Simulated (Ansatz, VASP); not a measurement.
# Two plane-wave programs on CdF2

INCAR

```
SYSTEM = CdF2
ALGO = Normal
EDIFF = 1E-8
ENCUT = 520
GGA = PE
ISIF = 2
ISMEAR = -1
LASPH = .TRUE.
LCHARG = .FALSE.
LEFG = .TRUE.
LREAL = .FALSE.
LWAVE = .FALSE.
NBANDS = 20
NELM = 80
PREC = Accurate
SIGMA = 0.05
```

The input KPOINTS:

```
k-points
0
G
  11 11 11
  0 0 0
```

Contents of POSCAR:

```
CdF2
1.0
    0.0000000000      2.7407197213      2.7407197213
    2.7407197213      0.0000000000      2.7407197213
    2.7407197213      2.7407197213      0.0000000000
Cd F
1 2
Direct
    0.0000000000      0.0000000000      0.0000000000
    0.2500000000      0.2500000000      0.2500000000
    0.7500000000      0.7500000000      0.7500000000
```

Input for Ansatz:

```yaml
crystal:
  lattice:
    - [0.0, 2.7407197213, 2.7407197213]
    - [2.7407197213, 0.0, 2.7407197213]
    - [2.7407197213, 2.7407197213, 0.0]
  atoms:
    - { symbol: Cd, position: [0.0, 0.0, 0.0] }
    - { symbol: F, position: [0.25, 0.25, 0.25] }
    - { symbol: F, position: [0.75, 0.75, 0.75] }
kpoints:
  mp_grid: { grid: [11, 11, 11] }
  band_path:
    path:
      - [0.0, 0.0, 0.0]
      - [0.5, 0.0, 0.5]
      - [0.625, 0.25, 0.625]
      - [0.375, 0.375, 0.75]
      - [0.0, 0.0, 0.0]
      - [0.5, 0.5, 0.5]
      - [0.5, 0.25, 0.75]
      - [0.5, 0.0, 0.5]
    npoints: 8
scf:
  occupations: { method: fermi_dirac, width: 0.05 }
hamiltonian:
  xc: pbe
  pseudopotentials: { kind: paw }
output:
  forces: true
  stress: true
  eigenvalues: true
  efg: { contact_densities: true }
  populations: true
  bader: true
  dos: { projected: true, de: 0.2, e_range: [-14, 8] }
```

Alike in both runs: task electric field gradients; functional PBE; k mesh 11 × 11 × 11; occupations fermi-dirac, width 0.05 eV; no spin polarisation.

|  | VASP | Ansatz |
| --- | --- | --- |
| version | VASP 6.6.1 | Ansatz 0.2.0 |
| potentials or method | VASP PAW PBE potentials, release 64 (Cd, F) | PAW with Ansatz's default frozen-core files, scalar-relativistic |
| plane-wave cutoff (eV) | 520 | 420 |
| valence electrons in the cell | 26 | 34 |

```csv
,VASP,Ansatz,Ansatz less VASP
gap on the k mesh at the Fermi level (eV),2.91,2.94,+0.029
pressure (GPa),0.5,0.0,-0.52
```

With one functional, cell and mesh, what is left measures potentials, basis and numerics. VASP's potentials hold 26 valence electrons a cell and Ansatz's 34, so a difference there can come from the potentials and not from the codes.
